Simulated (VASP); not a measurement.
# Pb (Im-3m) in VASP: a series of runs

Pb is run at these levels: PBE; tasks: single point, relaxation of cell and atoms.

Program: VASP 6.6.1. These are calculated values, not measurements. Logs are shortened: lines on timing, memory, paths and dates and some standing lists are left out, and cuts for length are marked.

## 1. The cell of the first run

The structure is cubic, space group Im-3m (No. 229). Conventional cell: a = 3.686 Å, b = 3.686 Å, c = 3.686 Å, α = 90.00°, β = 90.00°, γ = 90.00°. Within 4.2 Å of Pb (site symmetry m-3m) lie 14 Pb at 3.19 to 3.69 Å.

## 2. Single point, PBE

Input file INCAR:

```
  ALGO = Normal
  EDIFF = 1E-6
  ENCUT = 520
  GGA = PE
  ISIF = 2
  ISMEAR = -1
  LASPH = T
  LCHARG = T
  LELF = T
  LREAL = F
  LVHAR = T
  LWAVE = F
  NBANDS = 13
  NELM = 100
  PREC = Accurate
  SIGMA = 0.1
```

Input file KPOINTS:

```
k-points
0
Gamma
  15 15 15
```

Input file POSCAR:

```
Pb
1.0
   -1.8430288321      1.8430288321      1.8430288321
    1.8430288321     -1.8430288321      1.8430288321
    1.8430288321      1.8430288321     -1.8430288321
Pb
1
Direct
    0.0000000000      0.0000000000      0.0000000000
```

Potentials or basis: VASP PAW PBE potentials, release 64 (Pb_d).

On the command line:

```sh
$ cat potpaw_PBE.64/Pb_d/POTCAR > POTCAR
$ mpirun -np 1 vasp_std > vasp.out
```

OUTCAR:

```text
EDIFF = 1E-6
   ENCUT = 520
   GGA = PE
   ISIF = 2
   ISMEAR = -1
   LASPH = T
   LREAL = F
   NELM = 100
   PREC = Accurate

 ion  position               nearest neighbor table
   1  0.000  0.000  0.000-

  LATTYP: Found a body centered cubic cell.
 ALAT       =     3.6860576642

  Lattice vectors:

 A1 = (  -1.8430288321,   1.8430288321,   1.8430288321)
 A2 = (   1.8430288321,  -1.8430288321,   1.8430288321)
 A3 = (   1.8430288321,   1.8430288321,  -1.8430288321)

Analysis of symmetry for initial positions (statically):
=====================================================================
 Subroutine PRICEL returns:
 Original cell was already a primitive cell.

 Routine SETGRP: Setting up the symmetry group for a
 body centered cubic supercell.

 Subroutine GETGRP returns: Found 48 space group operations
 (whereof 48 operations were pure point group operations)
 out of a pool of 48 trial point group operations.

The static configuration has the point symmetry O_h .

Analysis of symmetry for dynamics (positions and initial velocities):
=====================================================================
 Subroutine PRICEL returns:
 Original cell was already a primitive cell.

 Routine SETGRP: Setting up the symmetry group for a
 body centered cubic supercell.

 Subroutine GETGRP returns: Found 48 space group operations
 (whereof 48 operations were pure point group operations)
 out of a pool of 48 trial point group operations.

The dynamic configuration has the point symmetry O_h .

 Subroutine INISYM returns: Found 48 space group operations
 (whereof 48 operations are pure point group operations),
 and found     1 'primitive' translations

----------------------------------------------------------------------------------------

                                     Primitive cell

  volume of cell :      25.0413

  direct lattice vectors                    reciprocal lattice vectors
    -1.843028832  1.843028832  1.843028832     0.000000000  0.271292555  0.271292555
     1.843028832 -1.843028832  1.843028832     0.271292555  0.000000000  0.271292555
     1.843028832  1.843028832 -1.843028832     0.271292555  0.271292555  0.000000000

  length of vectors
     3.192219577  3.192219577  3.192219577     0.383665610  0.383665610  0.383665610

  position of ions in fractional coordinates (direct lattice)
     0.000000000  0.000000000  0.000000000

[... 75 lines left out ...]
   EDIFF  = 0.1E-05   stopping-criterion for ELM
   LREAL  =      F    real-space projection
   EDIFFG = 0.1E-04   stopping-criterion for IOM
   NSW    =      0    number of steps for IOM
   IBRION =     -1    ionic relax: 0-MD 1-quasi-New 2-CG
   NFREE  =      0    steps in history (QN), initial steepest desc. (CG)
   ISIF   =      2    stress and relaxation
   ISYM   =      2    0-nonsym 1-usesym 2-fastsym
   POTIM  = 0.5000    time-step for ionic-motion
   TEBEG  =    0.0;   TEEND  =   0.0 temperature during run
   PSTRESS=    0.0 pullay stress
   NELECT =      14.0000    total number of electrons
   NUPDOWN=      -1.0000    fix difference up-down
   EMIN   =  10.00;   EMAX   =-10.00  energy-range for DOS
   EFERMI =   0.00;   METHOD = LEGACY
   ISMEAR =    -1;   SIGMA  =   0.10  broadening in eV -4-tet -1-fermi 0-gaus
   EFERMI_NEDOS =   21; number of points for ismear=-14 and -15
   IALGO  =     38    algorithm
   IMIX   =      4    mixing-type and parameters
     AMIX     =   0.40;   BMIX     =  1.00
     AMIX_MAG =   1.60;   BMIX_MAG =  1.00
  volume/ion in A,a.u.               =      25.04       168.99
  Fermi-wavevector in a.u.,A,eV,Ry     =   1.348648  2.548576 24.746988  1.818852
  Thomas-Fermi vector in A             =   2.476300
   LORBIT       =      0    0 simple, 1 ext, 2 COOP (PROOUT), +10 PAW based schemes
   GGA     = PE    functional components
   LHFCALC =     F    Hartree Fock is set to
   AEXX    =    0.0000 exact exchange contribution
   IVDW    =     0    specifies the selected vdW correction
   LEPSILON=     F    determine dielectric tensor
   LRPA    =     F    only Hartree local field effects (RPA)
 non-spin polarized calculation
  energy-cutoff  :      520.00
  volume of cell :       25.04
 maximum number of plane-waves:       686
   NGX = 11   NGY = 11   NGZ = 11

 number of electron      14.0000006 magnetization

 Free energy of the ion-electron system (eV)
  ---------------------------------------------------
  ext. energy  EPLUGINS =         0.00000000
  ---------------------------------------------------
  free energy    TOTEN  =        -3.23829504 eV

  energy without entropy =       -3.22035190  energy(sigma->0) =       -3.22932347

 E-fermi :   9.6650     XC(G=0): -11.1439

 val. band max:        9.5688411638   @ k =  -0.4000  -0.4667   0.1333
 cond. band min:       9.6724921425   @ k =  -0.2667   0.3333   0.0667
 fundamental gap:      0.1036509788
 Fermi energy:         9.6649716560

 k-point     1 :       0.0000    0.0000    0.0000
  band No.  band energies     occupation
      1      -7.7322      2.00000
      2      -7.7322      2.00000
      3      -7.7322      2.00000
      4      -7.3287      2.00000
      5      -7.3287      2.00000
      6      -3.5755      2.00000
      7      19.1868      0.00000
      8      19.1868      0.00000
      9      19.1868      0.00000
     10      20.9755      0.00000
     11      20.9755      0.00000
     12      20.9755      0.00000
     13      24.7932      0.00000
[... 354 lines left out ...]
  band No.  band energies     occupation
      1      -7.8332      2.00000
      2      -7.6572      2.00000
      3      -7.3950      2.00000
      4      -7.3517      2.00000
      5      -7.1833      2.00000
      6       2.0928      2.00000
      7       5.5098      2.00000
      8       9.8762      0.21578
      9      14.5003      0.00000
     10      20.3716      0.00000
     11      23.6471      0.00000
     12      23.7155      0.00000
     13      24.5840      0.00000

 [... further k-points ...]
[... 5 lines left out ...]
  --------------------------------------------------------------------------------------
  -------------------------------------------------------------------------------------
  Total        2.6421432      2.6421432      2.6421432     -0.0000000      0.0000000     -0.0000000
  in kB      169.0482036    169.0482036    169.0482036     -0.0000000      0.0000000     -0.0000000
  external PRESSURE =     169.0482036 kB  Pullay stress =       0.0000000 kB

 VOLUME and BASIS-vectors are now :
 -----------------------------------------------------------------------------
  energy-cutoff  :      520.00
  volume of cell :       25.04
      direct lattice vectors                 reciprocal lattice vectors
    -1.843028832  1.843028832  1.843028832     0.000000000  0.271292555  0.271292555
     1.843028832 -1.843028832  1.843028832     0.271292555  0.000000000  0.271292555
     1.843028832  1.843028832 -1.843028832     0.271292555  0.271292555  0.000000000

 POSITION                                       TOTAL-FORCE (eV/Angst)
 -----------------------------------------------------------------------------------
      0.00000      0.00000      0.00000        -0.000000      0.000000      0.000000
 -----------------------------------------------------------------------------------
    total drift:                               -0.000000      0.000000      0.000000

  FREE ENERGIE OF THE ION-ELECTRON SYSTEM (eV)
  ---------------------------------------------------
  free  energy   TOTEN  =        -3.2382950354 eV

  energy  without entropy=       -3.2203519002  energy(sigma->0) =       -3.22932347
```

Wall time 46 s (1 thread of AMD EPYC 7R43 (Zen 3), shared host); peak memory 0.13 GiB.

Results:

* Free energy: -3.2383 eV
* Pressure: 16.9 GPa
* Band gap on the k mesh: zero (band 7 reaches 19.19 eV, above the bottom of band 8 at 7.04 eV)

Levels at points of the mesh, in eV from the Fermi level:
```
           k point  band 4  band 5  band 6  band 7  band 8  band 9  band 10  band 11
(0.00, 0.00, 0.00)  -16.99  -16.99  -13.24    9.52    9.52    9.52    11.31    11.31
```

Caveat: spin-orbit coupling is left out, which moves the levels of the heavy elements.

## 3. Relaxation of cell and atoms, PBE, target pressure 17 GPa, at which the enthalpy is minimised

Input file INCAR:

```
SYSTEM = Pb
  ALGO = Normal
  EDIFF = 1E-7
  EDIFFG = -0.005
  ENCUT = 600
  GGA = PE
  IBRION = 2
  ISIF = 3
  ISMEAR = -1
  LASPH = .True.
  LCHARG = .False.
  LREAL = .False.
  LWAVE = .False.
  NELM = 60
  NSW = 32
  PREC = Accurate
  PSTRESS = 170.0
  SIGMA = 0.1
```

Input file KPOINTS:

```
k-points
0
Gamma
  15 15 15
  0 0 0
```

POSCAR is that of step 2.

Potentials or basis: VASP PAW PBE potentials, release 64 (Pb_d).

On the command line:

```sh
$ cat potpaw_PBE.64/Pb_d/POTCAR > POTCAR
$ mpirun -np 1 vasp_std > vasp.out
```

It took 40 s on 1 thread of AMD EPYC 7R43 (Zen 3), shared host; peak memory 0.15 GiB.

It converged, with:

| Quantity | Value |
| --- | --- |
| Free energy | -3.2383 eV |
| Pressure after relaxing | 17.0 GPa |
| Band gap on the k mesh | zero (band 7 reaches 19.19 eV, above the bottom of band 8 at 7.04 eV) |

Final structure:
```cif
data_structure
_symmetry_space_group_name_H-M 'P 1'
_symmetry_Int_Tables_number 1
_cell_length_a 3.1922
_cell_length_b 3.1922
_cell_length_c 3.1922
_cell_angle_alpha 109.471
_cell_angle_beta 109.471
_cell_angle_gamma 109.471
_cell_volume 25.04
loop_
_atom_site_label
_atom_site_type_symbol
_atom_site_fract_x
_atom_site_fract_y
_atom_site_fract_z
_atom_site_occupancy
Pb1 Pb 0.00000 0.00000 0.00000 1
```

Levels at points of the mesh, in eV from the Fermi level:
| k point | band 3 | band 4 | band 5 | band 6 | band 7 | band 8 | band 9 | band 10 | band 11 |
| --- | --- | --- | --- | --- | --- | --- | --- | --- | --- |
| (0.00, 0.00, 0.00) | -17.40 | -16.99 | -16.99 | -13.24 | 9.52 | 9.52 | 9.52 | 11.31 | 11.31 |

Caveat: the relaxation stopped at its first step, so nothing moved; the cell is relaxed towards a set pressure, so the enthalpy falls and the energy may rise; spin-orbit coupling is left out, which moves the levels of the heavy elements.

## 4. Relaxation of cell and atoms, PBE, target pressure 17 GPa, at which the enthalpy is minimised

This run uses another cell than the first one, of 25.26 Å³/atom, 1.009 times its volume.

Input file INCAR:

```
SYSTEM = Pb
PREC = Accurate
ENCUT = 600
EDIFF = 1E-7
ISMEAR = -1
SIGMA = 0.1
LREAL = .FALSE.
LASPH = .TRUE.
NELM = 60
ALGO = Normal
ISIF = 3
LWAVE = .FALSE.
LCHARG = .FALSE.
GGA = PE
IBRION = 2
NSW = 60
EDIFFG = -0.005
PSTRESS = 170.0
```

Input file KPOINTS:

```
Automatic mesh
0
G
  15 15 15
  0 0 0
```

Input file POSCAR:

```
Pb
1.0
   -1.8483953377      1.8483953377      1.8483953377
    1.8483953377     -1.8483953377      1.8483953377
    1.8483953377      1.8483953377     -1.8483953377
Pb
1
Direct
    0.0000000000      0.0000000000      0.0000000000
```

On the command line:

```sh
$ cat potpaw_PBE.64/Pb_d/POTCAR > POTCAR
$ mpirun -np 1 vasp_std > vasp.out
```

Wall time 1.8 min (1 thread of AMD EPYC 7R43 (Zen 3), shared host); peak memory 0.15 GiB.

The run converged. Its results:

```
Free energy                                            : -3.2379 eV
Relaxed volume                                         : 25.04 Å³/atom
Relaxed cell                                           : a = 3.192 Å, b = 3.192 Å, c = 3.192 Å, α = 109.47°, β = 109.47°, γ = 109.47°
Space group after relaxing (to 0.05 Å)                 : Im-3m (No. 229)
Energy change on relaxing (the enthalpy is what falls) : +23.1 meV/atom
Ionic steps                                            : 3
Pressure after relaxing                                : 17.0 GPa
Band gap on the k mesh                                 : zero (band 7 reaches 19.19 eV, above the bottom of band 8 at 7.04 eV)
```

Step by step:
```
step  energy change (eV)  largest force (eV/Å)  pressure (GPa)  volume (Å³)
   1              0.0000                0.0000           16.04        25.26
   2              0.0591                0.0000           18.50        24.71
   3              0.0231                0.0000           17.00        25.04
```

Final structure:
```
Pb
1.0
    -1.84292    1.84292    1.84292
     1.84292   -1.84292    1.84292
     1.84292    1.84292   -1.84292
Pb
1
Direct
  0.00000 0.00000 0.00000
```

Levels at points of the mesh, in eV from the Fermi level:
| k point | band 5 | band 6 | band 7 | band 8 | band 9 | band 10 |
| --- | --- | --- | --- | --- | --- | --- |
| (0.00, 0.00, 0.00) | -16.99 | -13.24 | 9.52 | 9.52 | 9.52 | 11.31 |

Caveat: the cell is relaxed towards a set pressure, so the enthalpy falls and the energy may rise; spin-orbit coupling is left out, which moves the levels of the heavy elements.

## 5. Overview

```csv
task,cell,cutoff (eV),gap on the mesh (eV),pressure (GPa)
single point,"a = 3.192 Å, angles 109.5°, 1 atom",520,none,16.9
relaxation of cell and atoms,"relaxed to 17 GPa from a = 3.192 Å, angles 109.5°, 1 atom",600,none,17.0
relaxation of cell and atoms,"relaxed to 17 GPa from a = 3.202 Å, angles 109.5°, 1 atom",600,none,17.0
```

Alike in all rows: level PBE; potentials or basis VASP PAW PBE potentials, release 64 (Pb_d); no spin polarisation; k mesh 15 × 15 × 15; smearing fermi-dirac 0.1 eV.

Caveats: spin-orbit coupling is left out, which moves the levels of the heavy elements; the cell is relaxed towards a set pressure, so the enthalpy falls and the energy may rise (some runs); the relaxation stopped at its first step, so nothing moved (some runs).

Absolute energies hang on the potentials; compare differences alone.
